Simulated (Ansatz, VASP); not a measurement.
# As in VASP and in Ansatz

```xyz
2
Lattice="1.9036 1.0991 3.6082 -1.9036 1.0991 3.6082 0.0000 -2.1981 3.6082" Properties=species:S:1:pos:R:3 pbc="T T T"
As    0.0000    0.0000    8.3750
As    0.0000    0.0000    2.4495
```

Alike in both runs: task single point; functional PBE; k mesh 6 × 6 × 6; occupations fermi-dirac, width 0.1 eV; no spin polarisation.

|  | VASP | Ansatz |
| --- | --- | --- |
| version | VASP 6.6.1 | Ansatz 0.2.0 |
| potentials or method | VASP PAW PBE potentials, release 64 (As), cutoff 520 eV | plane waves (420 eV) with PAW, scalar-relativistic |
| valence electrons in the cell | 10 | 30 |

```csv
,VASP,Ansatz,Ansatz less VASP
pressure (GPa),0.1,-0.1,-0.23
"traceless stress, the component that is largest in VASP (GPa)",-0.58,-0.52,+0.064
```

With one functional, cell and mesh, what is left measures potentials, basis and numerics. VASP's potentials hold 10 valence electrons a cell and Ansatz's 30, so a difference there can come from the potentials and not from the codes.
